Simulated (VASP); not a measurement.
# CaO (pbe) (Fm-3m) in VASP: further runs

The runs below take CaO (pbe) through single point, relaxation of cell and atoms, with PBE.

All numbers are computed with VASP 6.6.1; they aren't measurements. Logs are shortened: lines on timing, memory, paths and dates and some standing lists are left out, and cuts for length are marked.

## 1. The cell of the first run

The structure is cubic, space group Fm-3m (No. 225). The conventional cell has a = 4.811 Å, b = 4.811 Å, c = 4.811 Å, α = 90.00°, β = 90.00°, γ = 90.00°. Within 3.2 Å of Ca (site symmetry m-3m) lie 6 O at 2.41 Å. O (site symmetry m-3m) has 6 Ca at 2.41 Å within 3.2 Å.

## 2. Single point, PBE

The input, INCAR:

```
ALGO = Normal
EDIFF = 1E-6
ENCUT = 600
GGA = PE
GGA_COMPAT = F
ISIF = 2
ISMEAR = 0
LASPH = T
LCHARG = F
LREAL = F
LWAVE = F
NBANDS = 15
NELM = 120
PREC = Accurate
SIGMA = 0.1
```

The input, KPOINTS:

```
k-points
0
Gamma
  6 6 6
```

The input, POSCAR:

```
CaO
1.0
    0.0000000000      2.4055000000      2.4055000000
    2.4055000000      0.0000000000      2.4055000000
    2.4055000000      2.4055000000      0.0000000000
Ca O
1 1
Direct
    0.0000000000      0.0000000000      0.0000000000
    0.5000000000      0.5000000000      0.5000000000
```

Potentials or basis: VASP PAW PBE potentials, release 64 (Ca_sv, O).

Launch:

```
> cat potpaw_PBE.64/Ca_sv/POTCAR potpaw_PBE.64/O/POTCAR > POTCAR
> mpirun -np 1 vasp_std > vasp.out
```

OUTCAR:

```text
EDIFF = 1E-6
   ENCUT = 600
   GGA = PE
   ISIF = 2
   ISMEAR = 0
   LASPH = T
   LREAL = F
   NELM = 120
   PREC = Accurate

 ion  position               nearest neighbor table
   1  0.000  0.000  0.000-   2 2.41   2 2.41   2 2.41   2 2.41   2 2.41   2 2.41
   2  0.500  0.500  0.500-   1 2.41   1 2.41   1 2.41   1 2.41   1 2.41   1 2.41

  LATTYP: Found a face centered cubic cell.
 ALAT       =     4.8110000000

  Lattice vectors:

 A1 = (   0.0000000000,   2.4055000000,   2.4055000000)
 A2 = (   2.4055000000,   0.0000000000,   2.4055000000)
 A3 = (   2.4055000000,   2.4055000000,   0.0000000000)

Analysis of symmetry for initial positions (statically):
=====================================================================
 Subroutine PRICEL returns:
 Original cell was already a primitive cell.

 Routine SETGRP: Setting up the symmetry group for a
 face centered cubic supercell.

 Subroutine GETGRP returns: Found 48 space group operations
 (whereof 48 operations were pure point group operations)
 out of a pool of 48 trial point group operations.

The static configuration has the point symmetry O_h .

Analysis of symmetry for dynamics (positions and initial velocities):
=====================================================================
 Subroutine PRICEL returns:
 Original cell was already a primitive cell.

 Routine SETGRP: Setting up the symmetry group for a
 face centered cubic supercell.

 Subroutine GETGRP returns: Found 48 space group operations
 (whereof 48 operations were pure point group operations)
 out of a pool of 48 trial point group operations.

The dynamic configuration has the point symmetry O_h .

 Subroutine INISYM returns: Found 48 space group operations
 (whereof 48 operations are pure point group operations),
 and found     1 'primitive' translations

----------------------------------------------------------------------------------------

                                     Primitive cell

  volume of cell :      27.8385

  direct lattice vectors                    reciprocal lattice vectors
     0.000000000  2.405500000  2.405500000    -0.207856994  0.207856994  0.207856994
     2.405500000  0.000000000  2.405500000     0.207856994 -0.207856994  0.207856994
     2.405500000  2.405500000  0.000000000     0.207856994  0.207856994 -0.207856994

  length of vectors
     3.401890724  3.401890724  3.401890724     0.360018875  0.360018875  0.360018875

  position of ions in fractional coordinates (direct lattice)
     0.000000000  0.000000000  0.000000000
     0.500000000  0.500000000  0.500000000

  ion indices of the primitive-cell ions
   primitive index   ion index
                 1           1
                 2           2

----------------------------------------------------------------------------------------

 KPOINTS: k-points

Automatic generation of k-mesh.
 Grid dimensions read from file:
 generate k-points for:    6    6    6

 Generating k-lattice:

  Cartesian coordinates                     Fractional coordinates (reciprocal lattice)
    -0.034642832  0.034642832  0.034642832     0.166666667  0.000000000  0.000000000
     0.034642832 -0.034642832  0.034642832     0.000000000  0.166666667  0.000000000
     0.034642832  0.034642832 -0.034642832     0.000000000  0.000000000  0.166666667

  Length of vectors
     0.060003146  0.060003146  0.060003146

  Shift w.r.t. Gamma in fractional coordinates (k-lattice)
     0.000000000  0.000000000  0.000000000

 Subroutine IBZKPT returns following result:
 ===========================================

 Found     16 irreducible k-points:

 Following reciprocal coordinates:
            Coordinates               Weight
  0.000000  0.000000  0.000000      1.000000
  0.166667  0.000000  0.000000      8.000000
  0.333333  0.000000  0.000000      8.000000
  0.500000  0.000000  0.000000      4.000000
  0.166667  0.166667  0.000000      6.000000
  0.333333  0.166667  0.000000     24.000000
[... 8 lines left out ...]
 -0.333333  0.333333  0.166667     24.000000
 -0.333333  0.500000  0.166667     12.000000
   k-points           NKPTS =     16   k-points in BZ     NKDIM =     16   number of bands    NBANDS=     15
   number of dos      NEDOS =    301   number of ions     NIONS =      2
   total plane-waves  NPLWV =  21952
   dimension x,y,z NGX =    28 NGY =   28 NGZ =   28
   dimension x,y,z NGXF=    56 NGYF=   56 NGZF=   56
   ions per type =               1   1
   NGX,Y,Z   is equivalent  to a cutoff of  13.68, 13.68, 13.68 a.u.
   NGXF,Y,Z  is equivalent  to a cutoff of  27.37, 27.37, 27.37 a.u.
 SYSTEM =  unknown system
   PREC   = accura    normal or accurate (medium, high low for compatibility)
   ISTART =      0    job   : 0-new  1-cont  2-samecut
   ICHARG =      2    charge: 1-file 2-atom 10-const
   ISPIN  =      1    spin polarized calculation?
   LNONCOLLINEAR =      F non collinear calculations
   LSORBIT =      F    spin-orbit coupling
   LASPH  =      T    aspherical Exc in radial PAW
   ENCUT  =  600.0 eV  44.10 Ry    6.64 a.u.   6.79  6.79  6.79*2*pi/ulx,y,z
   NELM   =    120;   NELMIN=  2; NELMDL= -5     # of ELM steps
   EDIFF  = 0.1E-05   stopping-criterion for ELM
   LREAL  =      F    real-space projection
   EDIFFG = 0.1E-04   stopping-criterion for IOM
   NSW    =      0    number of steps for IOM
   IBRION =     -1    ionic relax: 0-MD 1-quasi-New 2-CG
   NFREE  =      0    steps in history (QN), initial steepest desc. (CG)
   ISIF   =      2    stress and relaxation
   ISYM   =      2    0-nonsym 1-usesym 2-fastsym
   POTIM  = 0.5000    time-step for ionic-motion
   TEBEG  =    0.0;   TEEND  =   0.0 temperature during run
   PSTRESS=    0.0 pullay stress
   NELECT =      16.0000    total number of electrons
   NUPDOWN=      -1.0000    fix difference up-down
   EMIN   =  10.00;   EMAX   =-10.00  energy-range for DOS
   EFERMI =   0.00;   METHOD = LEGACY
   ISMEAR =     0;   SIGMA  =   0.10  broadening in eV -4-tet -1-fermi 0-gaus
   EFERMI_NEDOS =   21; number of points for ismear=-14 and -15
   IALGO  =     38    algorithm
   IMIX   =      4    mixing-type and parameters
     AMIX     =   0.40;   BMIX     =  1.00
     AMIX_MAG =   1.60;   BMIX_MAG =  1.00
  volume/ion in A,a.u.               =      13.92        93.93
  Fermi-wavevector in a.u.,A,eV,Ry     =   1.361130  2.572162 25.207156  1.852674
  Thomas-Fermi vector in A             =   2.487732
   LORBIT       =      0    0 simple, 1 ext, 2 COOP (PROOUT), +10 PAW based schemes
   GGA     = PE    functional components
   LHFCALC =     F    Hartree Fock is set to
   AEXX    =    0.0000 exact exchange contribution
   IVDW    =     0    specifies the selected vdW correction
   LEPSILON=     F    determine dielectric tensor
   LRPA    =     F    only Hartree local field effects (RPA)
 non-spin polarized calculation
 Gauss-broadening in eV      SIGMA  =   0.10
  energy-cutoff  :      600.00
  volume of cell :       27.84
 maximum number of plane-waves:       941
   NGX = 13   NGY = 13   NGZ = 13

 number of electron      15.9999997 magnetization

 Free energy of the ion-electron system (eV)
  ---------------------------------------------------
  ext. energy  EPLUGINS =         0.00000000
  ---------------------------------------------------
  free energy    TOTEN  =       -12.80453038 eV

  energy without entropy =      -12.80453038  energy(sigma->0) =      -12.80453038

 E-fermi :   2.7938     XC(G=0): -10.4612

 val. band max:        2.3329446961   @ k =   0.0000   0.0000   0.0000
 cond. band min:       5.9697416051   @ k =   0.5000   0.5000   0.0000
 fundamental gap:      3.6367969090
 Fermi energy:         2.7937960856

 k-point     1 :       0.0000    0.0000    0.0000
  band No.  band energies     occupation
      1     -35.3157      2.00000
      2     -16.0820      2.00000
      3     -16.0820      2.00000
      4     -16.0820      2.00000
      5     -13.1940      2.00000
      6       2.3329      2.00000
      7       2.3329      2.00000
      8       2.3329      2.00000
      9       7.0232      0.00000
     10       8.5514      0.00000
     11       8.5514      0.00000
     12       8.5514      0.00000
     13      10.0502      0.00000
     14      10.0502      0.00000
     15      17.3885      0.00000

 k-point     2 :       0.1667    0.0000    0.0000
  band No.  band energies     occupation
      1     -35.2906      2.00000
      2     -16.4227      2.00000
      3     -16.0955      2.00000
      4     -16.0955      2.00000
      5     -12.8347      2.00000
      6       1.4761      2.00000
      7       1.9846      2.00000
      8       1.9846      2.00000
      9       8.1287      0.00000
     10       8.5305      0.00000
     11       9.0080      0.00000
     12       9.0080      0.00000
     13      10.6723      0.00000
     14      10.6723      0.00000
     15      18.2320      0.00000

 k-point     3 :       0.3333    0.0000    0.0000
  band No.  band energies     occupation
      1     -35.2397      2.00000
      2     -16.9579      2.00000
      3     -16.1222      2.00000
      4     -16.1222      2.00000
      5     -12.2581      2.00000
      6       0.2221      2.00000
      7       1.3939      2.00000
      8       1.3939      2.00000
      9       8.8595      0.00000
     10      10.0507      0.00000
     11      10.0553      0.00000
     12      10.0553      0.00000
     13      11.9555      0.00000
     14      11.9555      0.00000
     15      17.5062      0.00000

 k-point     4 :       0.5000    0.0000    0.0000
  band No.  band energies     occupation
      1     -35.2141      2.00000
      2     -17.1839      2.00000
      3     -16.1354      2.00000
      4     -16.1354      2.00000
      5     -12.0086      2.00000
      6      -0.2989      2.00000
      7       1.1362      2.00000
      8       1.1362      2.00000
      9       9.3691      0.00000
     10      10.6720      0.00000
     11      10.6720      0.00000
     12      10.8163      0.00000
     13      12.7302      0.00000
     14      12.7302      0.00000
     15      16.4982      0.00000
[... 163 lines left out ...]
 k-point    14 :       0.5000    0.3333    0.1667
  band No.  band energies     occupation
      1     -35.2074      2.00000
      2     -16.8134      2.00000
      3     -16.3363      2.00000
      4     -16.2143      2.00000
      5     -12.4492      2.00000
      6       0.5009      2.00000
      7       1.3640      2.00000
      8       1.5883      2.00000
      9       7.7297      0.00000
     10       9.8662      0.00000
     11      10.7759      0.00000
     12      11.0064      0.00000
     13      12.0238      0.00000
     14      13.5615      0.00000
     15      17.5077      0.00000

 k-point    15 :      -0.3333    0.3333    0.1667
  band No.  band energies     occupation
      1     -35.1908      2.00000
      2     -16.8102      2.00000
      3     -16.4075      2.00000
      4     -16.2735      2.00000
      5     -12.4274      2.00000
      6       0.6156      2.00000
      7       1.2419      2.00000
      8       1.3273      2.00000
      9       8.8579      0.00000
     10       8.8630      0.00000
     11      10.9844      0.00000
     12      11.4115      0.00000
     13      12.4015      0.00000
     14      15.1932      0.00000
     15      16.0104      0.00000

 k-point    16 :      -0.3333    0.5000    0.1667
  band No.  band energies     occupation
      1     -35.1832      2.00000
      2     -16.5868      2.00000
      3     -16.4580      2.00000
      4     -16.4017      2.00000
      5     -12.6653      2.00000
      6       1.1212      2.00000
      7       1.2626      2.00000
      8       1.5243      2.00000
      9       7.3517      0.00000
     10       9.9888      0.00000
     11      10.6497      0.00000
     12      11.8515      0.00000
     13      12.0107      0.00000
     14      15.2250      0.00000
     15      15.9467      0.00000

------------------------ aborting loop because EDIFF is reached ----------------------------------------

  FORCE on cell =-STRESS in cart. coord.  units (eV):
  Direction    XX          YY          ZZ          XY          YZ          ZX
  --------------------------------------------------------------------------------------
  -------------------------------------------------------------------------------------
  Total        0.3107836      0.3107836      0.3107836      0.0000000     -0.0000000      0.0000000
  in kB       17.8863854     17.8863854     17.8863854      0.0000000     -0.0000000      0.0000000
  external PRESSURE =      17.8863854 kB  Pullay stress =       0.0000000 kB

 VOLUME and BASIS-vectors are now :
 -----------------------------------------------------------------------------
  energy-cutoff  :      600.00
  volume of cell :       27.84
      direct lattice vectors                 reciprocal lattice vectors
     0.000000000  2.405500000  2.405500000    -0.207856994  0.207856994  0.207856994
     2.405500000  0.000000000  2.405500000     0.207856994 -0.207856994  0.207856994
     2.405500000  2.405500000  0.000000000     0.207856994  0.207856994 -0.207856994

 POSITION                                       TOTAL-FORCE (eV/Angst)
 -----------------------------------------------------------------------------------
      0.00000      0.00000      0.00000        -0.000000      0.000000      0.000000
      2.40550      2.40550      2.40550         0.000000     -0.000000     -0.000000
 -----------------------------------------------------------------------------------
    total drift:                                0.000000      0.000000      0.000000

  FREE ENERGIE OF THE ION-ELECTRON SYSTEM (eV)
  ---------------------------------------------------
  free  energy   TOTEN  =       -12.8045303810 eV

  energy  without entropy=      -12.8045303810  energy(sigma->0) =      -12.80453038
```

Wall time 17 s (1 thread of Intel Xeon 8259CL, shared host); peak memory 0.16 GiB.

Results:

| Item | Value |
| --- | --- |
| Free energy | -12.8045 eV |
| Pressure | 1.8 GPa |
| Band gap on the k mesh | 3.64 eV, indirect (least direct gap 4.01 eV) |

Levels at points of the mesh, in eV from the valence-band top:
```tsv
k point	band 6	band 7	band 8	band 9	band 10	band 11
(0.00, 0.00, 0.00)	0.00	0.00	0.00	4.69	6.22	6.22
(0.50, 0.00, 0.00)	-2.63	-1.20	-1.20	7.04	8.34	8.34
(0.50, 0.50, 0.00)	-1.30	-0.38	-0.38	3.64	8.02	8.88
```

## 3. Single point, PBE

This run uses another cell than the first one, of 14.09 Å³/atom, 1.012 times its volume.

The input, INCAR:

```
PREC = Accurate
ENCUT = 600
EDIFF = 1E-6
ISMEAR = 0
SIGMA = 0.02
LREAL = False
LASPH = True
NELM = 120
ALGO = Normal
ISIF = 2
LWAVE = False
LCHARG = False
GGA = PE
NBANDS = 15
GGA_COMPAT = False
```

The input, KPOINTS:

```
Automatic mesh
0
Gamma
  8 8 8
```

The input, POSCAR:

```
CaO
1.0
    0.0000000000      2.4153551510      2.4153551510
    2.4153551510      0.0000000000      2.4153551510
    2.4153551510      2.4153551510      0.0000000000
Ca O
1 1
Direct
    0.0000000000      0.0000000000      0.0000000000
    0.5000000000      0.5000000000      0.5000000000
```

Potentials or basis: VASP PAW PBE potentials, release 64 (Ca_sv, O).

Launch:

```
> cat potpaw_PBE.64/Ca_sv/POTCAR potpaw_PBE.64/O/POTCAR > POTCAR
> mpirun -np 1 vasp_std > vasp.out
```

Run time: 26 s. Hardware: 1 thread of Intel Xeon 8259CL, shared host; peak memory 0.16 GiB.

It converged, with:

```yaml
Free_energy: -12.8076 eV
Pressure: 0.4 GPa
Band_gap_on_the_k_mesh: 3.64 eV, indirect (least direct gap 4.02 eV)
```

Levels at points of the mesh, in eV from the valence-band top:
```
           k point  band 6  band 7  band 8  band 9  band 10  band 11
(0.00, 0.00, 0.00)    0.00    0.00    0.00    4.59     6.19     6.19
(0.50, 0.00, 0.00)   -2.60   -1.17   -1.17    6.98     8.27     8.27
(0.50, 0.50, 0.00)   -1.31   -0.38   -0.38    3.64     7.93     8.81
```

(Part 1 of 2 ends here.)
